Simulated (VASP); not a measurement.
# Hf in VASP: notebook

The runs below take Hf through single point, with PBEsol.

Everything below comes from runs of VASP 6.6.1. Logs are shortened: lines on timing, memory, paths and dates and some standing lists are left out, and cuts for length are marked.

## 1. The cell of the first run

The cell holds a slab with vacuum, 6 atoms: a = 3.159 Å, b = 3.159 Å, c = 28.498 Å, α = 90.00°, β = 90.00°, γ = 60.00°.

## 2. Single point, PBEsol

File INCAR:

```
SYSTEM = Hf
PREC     = Accurate       ! precision mode
ENCUT    = 520            ! plane-wave cutoff, eV
EDIFF    = 1E-7           ! SCF threshold, eV
ISMEAR   = 1              ! smearing method
SIGMA    = 0.1            ! smearing width, eV
LREAL    = .FALSE.        ! projectors in reciprocal space
LASPH    = .TRUE.         ! aspherical terms in the spheres
NELM     = 100            ! most SCF steps
ALGO     = Normal         ! electronic algorithm
ISIF     = 2              ! what is computed and relaxed
LWAVE    = .FALSE.        ! write WAVECAR
LCHARG   = .FALSE.        ! write CHGCAR
LDIPOL   = .TRUE.       
IDIPOL   = 3            
DIPOL    = 0.5 0.5 0.500
GGA      = PS             ! functional
NBANDS   = 39             ! bands
```

File KPOINTS:

```
regular mesh
0
G
  10 10 1
  0 0 0
```

File POSCAR:

```
Hf
1.0
    3.1590465010      0.0000000000      0.0000000000
    1.5795232500      2.7358145220      0.0000000000
    0.0000000000      0.0000000000     28.4984132530
Hf
6
Direct
    0.6666666667      0.6666666667      0.2807173834
    0.0000000000      0.0000000000      0.3684304301
    0.6666666667      0.6666666667      0.4561434767
    0.0000000000      0.0000000000      0.5438565233
    0.6666666667      0.6666666667      0.6315695699
    0.0000000000      0.0000000000      0.7192826166
```

Potentials or basis: VASP PAW PBE potentials, release 64 (Hf_pv).

Run with:

```
> cat potpaw_PBE.64/Hf_pv/POTCAR > POTCAR
> mpirun -np 1 vasp_std > vasp.out
```

OUTCAR:

```text
SYSTEM = Hf
   PREC = Accurate
   ENCUT = 520
   EDIFF = 1E-7
   ISMEAR = 1
   LREAL = .FALSE.
   LASPH = .TRUE.
   NELM = 100
   ISIF = 2
   GGA = PS

 ion  position               nearest neighbor table
   1  0.667  0.667  0.281-   2 3.09   2 3.09   2 3.09
   2  0.000  0.000  0.368-   3 3.09   3 3.09   3 3.09   1 3.09   1 3.09   1 3.09
   3  0.667  0.667  0.456-   2 3.09   4 3.09   2 3.09   4 3.09   2 3.09   4 3.09
   4  0.000  0.000  0.544-   3 3.09   5 3.09   3 3.09   5 3.09   3 3.09   5 3.09
   5  0.667  0.667  0.632-   4 3.09   4 3.09   4 3.09   6 3.09   6 3.09   6 3.09
   6  0.000  0.000  0.719-   5 3.09   5 3.09   5 3.09

  LATTYP: Found a hexagonal cell.
 ALAT       =     3.1590465011
 C/A-ratio  =     9.0212072672

  Lattice vectors:

 A1 = (  -1.5795232500,  -2.7358145220,   0.0000000000)
 A2 = (   3.1590465010,   0.0000000000,   0.0000000000)
 A3 = (   0.0000000000,   0.0000000000,  28.4984132530)

Analysis of symmetry for initial positions (statically):
=====================================================================
 Subroutine PRICEL returns:
 Original cell was already a primitive cell.

 Routine SETGRP: Setting up the symmetry group for a
 hexagonal supercell.

 Subroutine GETGRP returns: Found 12 space group operations
 (whereof  6 operations were pure point group operations)
 out of a pool of 24 trial point group operations.

The static configuration has the point symmetry C_3v.
 The point group associated with its full space group is D_3d.

Analysis of symmetry for dynamics (positions and initial velocities):
=====================================================================
 Subroutine PRICEL returns:
 Original cell was already a primitive cell.

 Routine SETGRP: Setting up the symmetry group for a
 hexagonal supercell.

 Subroutine GETGRP returns: Found 12 space group operations
 (whereof  6 operations were pure point group operations)
 out of a pool of 24 trial point group operations.

The dynamic configuration has the point symmetry C_3v.
 The point group associated with its full space group is D_3d.

 Subroutine INISYM returns: Found 12 space group operations
 (whereof  6 operations are pure point group operations),
 and found     1 'primitive' translations

----------------------------------------------------------------------------------------

                                     Primitive cell

  volume of cell :     246.2994

[... 93 lines left out ...]
   POTIM  = 0.5000    time-step for ionic-motion
   TEBEG  =    0.0;   TEEND  =   0.0 temperature during run
   PSTRESS=    0.0 pullay stress
   NELECT =      60.0000    total number of electrons
   NUPDOWN=      -1.0000    fix difference up-down
   EMIN   =  10.00;   EMAX   =-10.00  energy-range for DOS
   EFERMI =   0.00;   METHOD = LEGACY
   ISMEAR =     1;   SIGMA  =   0.10  broadening in eV -4-tet -1-fermi 0-gaus
   EFERMI_NEDOS =   21; number of points for ismear=-14 and -15
   IALGO  =     38    algorithm
   IMIX   =      4    mixing-type and parameters
     AMIX     =   0.40;   BMIX     =  1.00
     AMIX_MAG =   1.60;   BMIX_MAG =  1.00
  volume/ion in A,a.u.               =      41.05       277.02
  Fermi-wavevector in a.u.,A,eV,Ry     =   1.022439  1.932130 14.223283  1.045382
  Thomas-Fermi vector in A             =   2.156119
   LORBIT       =      0    0 simple, 1 ext, 2 COOP (PROOUT), +10 PAW based schemes
   GGA     = PS    functional components
   LHFCALC =     F    Hartree Fock is set to
   AEXX    =    0.0000 exact exchange contribution
   IVDW    =     0    specifies the selected vdW correction
   LEPSILON=     F    determine dielectric tensor
   LRPA    =     F    only Hartree local field effects (RPA)
 non-spin polarized calculation
 Methfessel and Paxton  Order N= 1 SIGMA  =   0.10
  energy-cutoff  :      520.00
  volume of cell :      246.30
 maximum number of plane-waves:      6662
   NGX = 11   NGY = 11   NGZ =105

 dipolmoment           0.000000      0.000000      0.000000 electrons x Angstroem

 number of electron      59.9999996 magnetization

 dipolmoment           0.000000      0.000000     -0.000000 electrons x Angstroem

 Free energy of the ion-electron system (eV)
  ---------------------------------------------------
  ext. energy  EPLUGINS =         0.00000000
  ---------------------------------------------------
  free energy    TOTEN  =       -60.84388492 eV

  energy without entropy =      -60.85485112  energy(sigma->0) =      -60.84754032

 E-fermi :   0.6126     XC(G=0):  -6.8057

 val. band max:        0.5604555361   @ k =   0.2000   0.1000   0.0000
 cond. band min:       0.6535328454   @ k =   0.1000  -0.0000   0.0000
 fundamental gap:      0.0930773094
 Fermi energy:         0.6126363871

 k-point     1 :       0.0000    0.0000    0.0000
  band No.  band energies     occupation
      1     -30.4050      2.00000
      2     -30.3804      2.00000
      3     -30.1857      2.00000
      4     -29.8895      2.00000
      5     -29.7873      2.00000
      6     -29.7873      2.00000
[... 577 lines left out ...]
     38       2.6558      0.00000
     39       2.7934      0.00000

------------------------ aborting loop because EDIFF is reached ----------------------------------------

 vacuum level on the upper side and lower side of the slab       (xc-potential included)        -0.014        -0.014

  FORCE on cell =-STRESS in cart. coord.  units (eV):
  Direction    XX          YY          ZZ          XY          YZ          ZX
  --------------------------------------------------------------------------------------
  -------------------------------------------------------------------------------------
  Total       -2.5224300     -2.5224300     -3.2834489      0.0000000      0.0000000     -0.0000000
  in kB      -16.4084045    -16.4084045    -21.3588316      0.0000000      0.0000000     -0.0000000
  external PRESSURE =     -18.0585469 kB  Pullay stress =       0.0000000 kB

 VOLUME and BASIS-vectors are now :
 -----------------------------------------------------------------------------
  energy-cutoff  :      520.00
  volume of cell :      246.30
      direct lattice vectors                 reciprocal lattice vectors
     3.159046501  0.000000000  0.000000000     0.316551212 -0.182760928  0.000000000
     1.579523250  2.735814522  0.000000000     0.000000000  0.365521855  0.000000000
     0.000000000  0.000000000 28.498413253     0.000000000  0.000000000  0.035089673

 POSITION                                       TOTAL-FORCE (eV/Angst)
 -----------------------------------------------------------------------------------
      3.15905      1.82388      8.00000         0.000000      0.000000      0.705109
      0.00000      0.00000     10.49968        -0.000000     -0.000000     -0.797516
      3.15905      1.82388     12.99937         0.000000     -0.000000      0.173568
      0.00000      0.00000     15.49905        -0.000000     -0.000000     -0.173568
      3.15905      1.82388     17.99873         0.000000      0.000000      0.797516
      0.00000      0.00000     20.49841        -0.000000     -0.000000     -0.705109
 -----------------------------------------------------------------------------------
    total drift:                               -0.000000     -0.000000     -0.000000

  FREE ENERGIE OF THE ION-ELECTRON SYSTEM (eV)
  ---------------------------------------------------
  free  energy   TOTEN  =       -60.8438849220 eV

  energy  without entropy=      -60.8548511209  energy(sigma->0) =      -60.84754032

 vacuum level on the upper side and lower side of the slab         5.069         5.069
```

It took 11 min on 1 thread of Intel Xeon 6975P-C (Granite Rapids), shared host; peak memory 0.39 GiB.

What came out:

```yaml
Free_energy: -60.8439 eV
Largest_force: 0.798 eV/Å
Band_gap_on_the_k_mesh: zero (bands 30 and 31 overlap by 1.51 eV)
```

Forces in eV/Å, atoms in the order of the input:
```
Hf   0.000  0.000  0.705
Hf   0.000  0.000 -0.798
Hf   0.000  0.000  0.174
Hf   0.000  0.000 -0.174
Hf   0.000  0.000  0.798
Hf   0.000  0.000 -0.705
```

Caveat: the PAW data sets were made with another functional, which shifts forces and pressure a little; spin-orbit coupling is left out, which moves the levels of the heavy elements.

[end of part 1 of 3]
